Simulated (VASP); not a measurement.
The system is Zr3H.

```xyz
8
Lattice="5.0693 0.0000 0.0000 0.0000 5.0693 0.0000 0.0000 0.0000 5.0693" Properties=species:S:1:pos:R:3 pbc="T T T"
Zr    1.2673    0.0000    2.5346
Zr    3.8019    0.0000    2.5346
Zr    0.0000    2.5346    1.2673
Zr    0.0000    2.5346    3.8019
Zr    2.5346    3.8019    0.0000
Zr    2.5346    1.2673    0.0000
H     0.0000    0.0000    0.0000
H     2.5346    2.5346    2.5346
```

The cell was generated, and may not be a known phase.

* Program: VASP 6.6.1
* Task: relaxation of cell and atoms
* Functional: PBE
* Potentials or basis: VASP PAW PBE potentials, release 64 (Zr_sv, H)
* Cutoff: 600 eV
* k mesh: 4 × 4 × 4
* Occupations: gaussian, width 0.1 eV
* Spin: no spin polarisation

At the start: pressure 18.7 GPa; volume 16.28 Å³/atom.

Q: How do energy, volume and symmetry change on relaxing?

A: Over 3 steps the energy falls by 155.9 meV/atom and the volume is 19.35 Å³/atom (+18.9 %); space group Pm-3n (No. 223, to 0.1 Å) before and after.

The path:
```tsv
step	energy change (eV)	largest force (eV/Å)	pressure (GPa)	volume (Å³)
1	0.0000	0.0000	18.67	130.27
2	-0.9662	0.0000	-5.83	169.41
3	-1.2471	0.0000	0.04	154.84
```

Final structure:
```yaml
crystal:
  lattice:
    - [5.36982, 0.00000, 0.00000]
    - [0.00000, 5.36982, 0.00000]
    - [0.00000, 0.00000, 5.36982]
  atoms:
    - { symbol: Zr, position: [0.25000, 0.00000, 0.50000] }
    - { symbol: Zr, position: [0.75000, 0.00000, 0.50000] }
    - { symbol: Zr, position: [0.00000, 0.50000, 0.25000] }
    - { symbol: Zr, position: [0.00000, 0.50000, 0.75000] }
    - { symbol: Zr, position: [0.50000, 0.75000, 0.00000] }
    - { symbol: Zr, position: [0.50000, 0.25000, 0.00000] }
    - { symbol: H, position: [0.00000, 0.00000, 0.00000] }
    - { symbol: H, position: [0.50000, 0.50000, 0.50000] }
```

Caveat: the volume moved by over 15 % at a fixed basis, so the end points are rough.
